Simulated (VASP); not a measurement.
# HfO2 (Fm-3m) in VASP: single point with PBE

Aim: the single point of HfO2 with PBE.

Program: VASP 6.6.1. These are calculated values, not measurements. Logs are shortened: lines on timing, memory, paths and dates and some standing lists are left out, and cuts for length are marked.

## (1) The cell of the first run

It takes space group Fm-3m (No. 225, cubic). The conventional cell has a = 5.115 Å, b = 5.115 Å, c = 5.115 Å, α = 90.00°, β = 90.00°, γ = 90.00°. Hf (site symmetry m-3m) has 8 O at 2.21 Å within 2.9 Å. O (site symmetry -43m) has 4 Hf at 2.21 Å and 6 O at 2.56 Å within 2.9 Å.

## (2) Single point, PBE

Contents of INCAR:

```
SYSTEM = HfO2
PREC     = Accurate       ! precision mode
ENCUT    = 520            ! plane-wave cutoff, eV
EDIFF    = 1E-7           ! SCF threshold, eV
ISMEAR   = 0              ! smearing method
SIGMA    = 0.1            ! smearing width, eV
LREAL    = Auto         
LASPH    = .True.         ! aspherical terms in the spheres
NELM     = 60             ! most SCF steps
ALGO     = Normal         ! electronic algorithm
ISIF     = 2              ! what is computed and relaxed
LWAVE    = .False.        ! write WAVECAR
LCHARG   = .False.        ! write CHGCAR
GGA      = PE             ! functional
ISYM     = 0            
NBANDS   = 81             ! bands
```

Contents of KPOINTS:

```
Automatic mesh
0
Gamma
  2 2 2
  0.5 0.5 0.5
```

Contents of POSCAR:

```
HfO2
1.0
   -5.1150000000     -2.5575000000     -2.5575000000
   -2.5575000000     -5.1150000000      2.5575000000
   -5.1150000000      2.5575000000      2.5575000000
Hf O
6 12
Direct
    0.6666666667      0.6666666667      0.0000000000
    0.3333333333      0.3333333333      0.0000000000
    0.0000000000      0.0000000000      0.0000000000
    0.8333333333      0.3333333333      0.5000000000
    0.5000000000      1.0000000000      0.5000000000
    0.1666666667      0.6666666667      0.5000000000
    0.2916666667      0.6666666667      0.1250000000
    0.9583333333      0.3333333333      0.1250000000
    0.6250000000      0.0000000000      0.1250000000
    0.4583333333      0.3333333333      0.6250000000
    0.1250000000      1.0000000000      0.6250000000
    0.7916666667      0.6666666667      0.6250000000
    0.5416666667      0.6666666667      0.3750000000
    0.2083333333      0.3333333333      0.3750000000
    0.8750000000      0.0000000000      0.3750000000
    0.7083333333      0.3333333333      0.8750000000
    0.3750000000      0.0000000000      0.8750000000
    0.0416666667      0.6666666667      0.8750000000
```

Potentials or basis: VASP PAW PBE potentials, release 64 (Hf_pv, O).

On the command line:

```console
$ cat potpaw_PBE.64/Hf_pv/POTCAR potpaw_PBE.64/O/POTCAR > POTCAR
$ mpirun -np 1 vasp_std > vasp.out
```

OUTCAR:

```text
SYSTEM = HfO2
   PREC = Accurate
   ENCUT = 520
   EDIFF = 1E-7
   ISMEAR = 0
   LREAL = Auto
   LASPH = .True.
   NELM = 60
   ISIF = 2
   GGA = PE
   ISYM = 0

 ion  position               nearest neighbor table
   1  0.667  0.667  0.000-   9 2.21   8 2.21   7 2.21  12 2.21  13 2.21  17 2.21  18 2.21  16 2.21
                             3 3.62   2 3.62   2 3.62   5 3.62   4 3.62   5 3.62   6 3.62   6 3.62
   2  0.333  0.333  0.000-  17 2.21   9 2.21  10 2.21  14 2.21  16 2.21   8 2.21  18 2.21   7 2.21
                             3 3.62   1 3.62   1 3.62   5 3.62   6 3.62   4 3.62   5 3.62   4 3.62
   3  0.000  0.000  0.000-   8 2.21  18 2.21   9 2.21  11 2.21  15 2.21  16 2.21  17 2.21   7 2.21
                             1 3.62   2 3.62   4 3.62   6 3.62   4 3.62   5 3.62   6 3.62   5 3.62
   4  0.833  0.333  0.500-  15 2.21  10 2.21  11 2.21  13 2.21  14 2.21   8 2.21  16 2.21  12 2.21
                             5 3.62   6 3.62   6 3.62   3 3.62   3 3.62   1 3.62   2 3.62   2 3.62
   5  0.500  0.000  0.500-  10 2.21  13 2.21  11 2.21  12 2.21   9 2.21  14 2.21  15 2.21  17 2.21
                             4 3.62   6 3.62   2 3.62   1 3.62   1 3.62   2 3.62   3 3.62   3 3.62
   6  0.167  0.667  0.500-  11 2.21  10 2.21   7 2.21  12 2.21  13 2.21  15 2.21  18 2.21  14 2.21
                             5 3.62   4 3.62   4 3.62   3 3.62   2 3.62   1 3.62   3 3.62   1 3.62
   7  0.292  0.667  0.125-   1 2.21   3 2.21   6 2.21   2 2.21
   8  0.958  0.333  0.125-   3 2.21   2 2.21   1 2.21   4 2.21
   9  0.625  0.000  0.125-   1 2.21   2 2.21   3 2.21   5 2.21
  10  0.458  0.333  0.625-   5 2.21   4 2.21   2 2.21   6 2.21
  11  0.125  0.000  0.625-   6 2.21   4 2.21   5 2.21   3 2.21
  12  0.792  0.667  0.625-   1 2.21   5 2.21   6 2.21   4 2.21
  13  0.542  0.667  0.375-   5 2.21   4 2.21   1 2.21   6 2.21
  14  0.208  0.333  0.375-   2 2.21   4 2.21   5 2.21   6 2.21
  15  0.875  0.000  0.375-   4 2.21   3 2.21   5 2.21   6 2.21
  16  0.708  0.333  0.875-   2 2.21   3 2.21   4 2.21   1 2.21
  17  0.375  0.000  0.875-   2 2.21   1 2.21   3 2.21   5 2.21
  18  0.042  0.667  0.875-   3 2.21   2 2.21   1 2.21   6 2.21

IMPORTANT INFORMATION: All symmetrisations will be switched off!
NOSYMM: (Re-)initialisation of all symmetry stuff for point group C_1.

----------------------------------------------------------------------------------------

                                     Primitive cell

  volume of cell :     200.7373

  direct lattice vectors                    reciprocal lattice vectors
    -5.115000000 -2.557500000 -2.557500000    -0.097751711 -0.032583904 -0.162919518
    -2.557500000 -5.115000000  2.557500000     0.000000000 -0.130335614  0.130335614
    -5.115000000  2.557500000  2.557500000    -0.097751711  0.097751711  0.097751711

  length of vectors
     6.264570017  6.264570017  6.264570017     0.192768973  0.184322393  0.169310929

  position of ions in fractional coordinates (direct lattice)
     0.666666667  0.666666667  0.000000000
     0.333333333  0.333333333  0.000000000
     0.000000000  0.000000000  0.000000000
     0.833333333  0.333333333  0.500000000
     0.500000000  0.000000000  0.500000000
     0.166666667  0.666666667  0.500000000
[... 10 lines left out ...]
     0.375000000  0.000000000  0.875000000
     0.041666667  0.666666667  0.875000000

  ion indices of the primitive-cell ions
   primitive index   ion index
                 1           1
                 2           2
                 3           3
                 4           4
                 5           5
                 6           6
[... 10 lines left out ...]
                17          17
                18          18

----------------------------------------------------------------------------------------

 KPOINTS: Automatic mesh

Automatic generation of k-mesh.
 Grid dimensions read from file:
 generate k-points for:    2    2    2

 Generating k-lattice:

  Cartesian coordinates                     Fractional coordinates (reciprocal lattice)
    -0.048875855 -0.016291952 -0.081459759     0.500000000  0.000000000  0.000000000
     0.000000000 -0.065167807  0.065167807     0.000000000  0.500000000  0.000000000
    -0.048875855  0.048875855  0.048875855     0.000000000  0.000000000  0.500000000

  Length of vectors
     0.096384487  0.092161197  0.084655465

  Shift w.r.t. Gamma in fractional coordinates (k-lattice)
     0.500000000  0.500000000  0.500000000

 Subroutine IBZKPT returns following result:
 ===========================================

 Found      8 irreducible k-points:

 Following reciprocal coordinates:
            Coordinates               Weight
  0.250000  0.250000  0.250000      2.000000
 -0.250000 -0.000000 -0.250000      2.000000
 -0.250000  0.250000  0.250000      2.000000
  0.250000  0.500000 -0.250000      2.000000
  0.250000 -0.250000  0.250000      2.000000
 -0.250000  0.500000 -0.250000      2.000000
 -0.250000 -0.250000  0.250000      2.000000
  0.250000  0.000000 -0.250000      2.000000
   k-points           NKPTS =      8   k-points in BZ     NKDIM =      8   number of bands    NBANDS=     81
   number of dos      NEDOS =    301   number of ions     NIONS =     18
   total plane-waves  NPLWV = 110592
   dimension x,y,z NGX =    48 NGY =   48 NGZ =   48
   dimension x,y,z NGXF=    96 NGYF=   96 NGZF=   96
   ions per type =               6  12
   NGX,Y,Z   is equivalent  to a cutoff of  12.74, 12.74, 12.74 a.u.
   NGXF,Y,Z  is equivalent  to a cutoff of  25.48, 25.48, 25.48 a.u.
 SYSTEM =  HfO2
   PREC   = accura    normal or accurate (medium, high low for compatibility)
   ISTART =      0    job   : 0-new  1-cont  2-samecut
   ICHARG =      2    charge: 1-file 2-atom 10-const
   ISPIN  =      1    spin polarized calculation?
   LNONCOLLINEAR =      F non collinear calculations
   LSORBIT =      F    spin-orbit coupling
   LASPH  =      T    aspherical Exc in radial PAW
   ENCUT  =  520.0 eV  38.22 Ry    6.18 a.u.  11.65 11.65 11.65*2*pi/ulx,y,z
   NELM   =     60;   NELMIN=  2; NELMDL= -5     # of ELM steps
   EDIFF  = 0.1E-06   stopping-criterion for ELM
   LREAL  =      T    real-space projection
   EDIFFG = 0.1E-05   stopping-criterion for IOM
   NSW    =      0    number of steps for IOM
   IBRION =     -1    ionic relax: 0-MD 1-quasi-New 2-CG
   NFREE  =      0    steps in history (QN), initial steepest desc. (CG)
   ISIF   =      2    stress and relaxation
   ISYM   =      0    0-nonsym 1-usesym 2-fastsym
   POTIM  = 0.5000    time-step for ionic-motion
   TEBEG  =    0.0;   TEEND  =   0.0 temperature during run
   PSTRESS=    0.0 pullay stress
   NELECT =     132.0000    total number of electrons
   NUPDOWN=      -1.0000    fix difference up-down
   EMIN   =  10.00;   EMAX   =-10.00  energy-range for DOS
   EFERMI =   0.00;   METHOD = LEGACY
   ISMEAR =     0;   SIGMA  =   0.10  broadening in eV -4-tet -1-fermi 0-gaus
   EFERMI_NEDOS =   21; number of points for ismear=-14 and -15
   IALGO  =     38    algorithm
   IMIX   =      4    mixing-type and parameters
     AMIX     =   0.40;   BMIX     =  1.00
     AMIX_MAG =   1.60;   BMIX_MAG =  1.00
  volume/ion in A,a.u.               =      11.15        75.26
  Fermi-wavevector in a.u.,A,eV,Ry     =   1.423607  2.690227 27.574337  2.026657
  Thomas-Fermi vector in A             =   2.544186
   LORBIT       =      0    0 simple, 1 ext, 2 COOP (PROOUT), +10 PAW based schemes
   GGA     = PE    functional components
   LHFCALC =     F    Hartree Fock is set to
   AEXX    =    0.0000 exact exchange contribution
   IVDW    =     0    specifies the selected vdW correction
   LEPSILON=     F    determine dielectric tensor
   LRPA    =     F    only Hartree local field effects (RPA)
 non-spin polarized calculation
 Gauss-broadening in eV      SIGMA  =   0.10
  energy-cutoff  :      520.00
  volume of cell :      200.74
 maximum number of plane-waves:      5415
 NGX is ok and might be reduce to    48
   NGX = 23   NGY = 23   NGZ = 23

 number of electron     131.9999984 magnetization

 Free energy of the ion-electron system (eV)
  ---------------------------------------------------
  ext. energy  EPLUGINS =         0.00000000
  ---------------------------------------------------
  free energy    TOTEN  =      -181.41224662 eV

  energy without entropy =     -181.41224662  energy(sigma->0) =     -181.41224662

 E-fermi :   4.3375     XC(G=0): -11.6974

 val. band max:        3.8548892981   @ k =   0.2500   0.0000  -0.2500
 cond. band min:       8.1274325544   @ k =   0.2500  -0.2500   0.2500
 fundamental gap:      4.2725432563
 Fermi energy:         4.3375108073

 k-point     1 :       0.2500    0.2500    0.2500
  band No.  band energies     occupation
      1     -26.1092      2.00000
      2     -26.1006      2.00000
      3     -26.0928      2.00000
      4     -26.0841      2.00000
      5     -26.0840      2.00000
      6     -25.9143      2.00000
[... 70 lines left out ...]
     77       9.0179      0.00000
     78       9.3104      0.00000

 k-point     2 :      -0.2500   -0.0000   -0.2500
  band No.  band energies     occupation
      1     -26.1092      2.00000
      2     -26.1006      2.00000
      3     -26.0928      2.00000
      4     -26.0841      2.00000
      5     -26.0840      2.00000
      6     -25.9143      2.00000
[... 70 lines left out ...]
     77       9.0179      0.00000
     78       9.3104      0.00000
[... 403 lines left out ...]
     77       9.1279      0.00000
     78       9.1793      0.00000

 k-point     8 :       0.2500    0.0000   -0.2500
  band No.  band energies     occupation
      1     -26.0789      2.00000
      2     -26.0733      2.00000
      3     -26.0402      2.00000
      4     -26.0291      2.00000
      5     -26.0146      2.00000
      6     -26.0143      2.00000
[... 70 lines left out ...]
     77       9.1279      0.00000
     78       9.1793      0.00000
 [bands above 78 left out]

------------------------ aborting loop because EDIFF is reached ----------------------------------------

  FORCE on cell =-STRESS in cart. coord.  units (eV):
  Direction    XX          YY          ZZ          XY          YZ          ZX
  --------------------------------------------------------------------------------------
  -------------------------------------------------------------------------------------
  Total       -7.4247182     -7.5007911     -7.5008738     -0.0193689     -0.0147934     -0.0194350
  in kB      -59.2601005    -59.8672736    -59.8679332     -0.1545923     -0.1180729     -0.1551197
  external PRESSURE =     -59.6651025 kB  Pullay stress =       0.0000000 kB

 VOLUME and BASIS-vectors are now :
 -----------------------------------------------------------------------------
  energy-cutoff  :      520.00
  volume of cell :      200.74
      direct lattice vectors                 reciprocal lattice vectors
    -5.115000000 -2.557500000 -2.557500000    -0.097751711 -0.032583904 -0.162919518
    -2.557500000 -5.115000000  2.557500000     0.000000000 -0.130335614  0.130335614
    -5.115000000  2.557500000  2.557500000    -0.097751711  0.097751711  0.097751711

 POSITION                                       TOTAL-FORCE (eV/Angst)
 -----------------------------------------------------------------------------------
     -5.11500     -5.11500      0.00000         0.000010     -0.000000     -0.000011
     -2.55750     -2.55750      0.00000         0.000009     -0.000005     -0.000009
      0.00000      0.00000      0.00000         0.000001     -0.000014      0.000001
     -7.67250     -2.55750      0.00000        -0.000004      0.000004      0.000009
     -5.11500      0.00000      0.00000        -0.000011     -0.000001      0.000014
     -5.11500     -2.55750      2.55750        -0.000004      0.000015     -0.000004
[... 10 lines left out ...]
     -6.39375      1.27875      1.27875        -0.001529      0.000055      0.000054
     -6.39375     -1.27875      3.83625        -0.001529      0.000054      0.000055
 -----------------------------------------------------------------------------------
    total drift:                               -0.000001      0.000001     -0.000000

  FREE ENERGIE OF THE ION-ELECTRON SYSTEM (eV)
  ---------------------------------------------------
  free  energy   TOTEN  =      -181.4122466191 eV

  energy  without entropy=     -181.4122466191  energy(sigma->0) =     -181.41224662
```

It took 3.2 min on 1 thread of Intel Xeon Platinum 8488C (Sapphire Rapids), shared host; peak memory 0.35 GiB.

What came out:

```
Free energy            : -181.4122 eV
Pressure               : -6.0 GPa
Band gap on the k mesh : 4.27 eV
```

Caveat: the k points lie up to 0.61 Å⁻¹ apart; spin-orbit coupling is left out, which moves the levels of the heavy elements. A k mesh can miss the band edges.
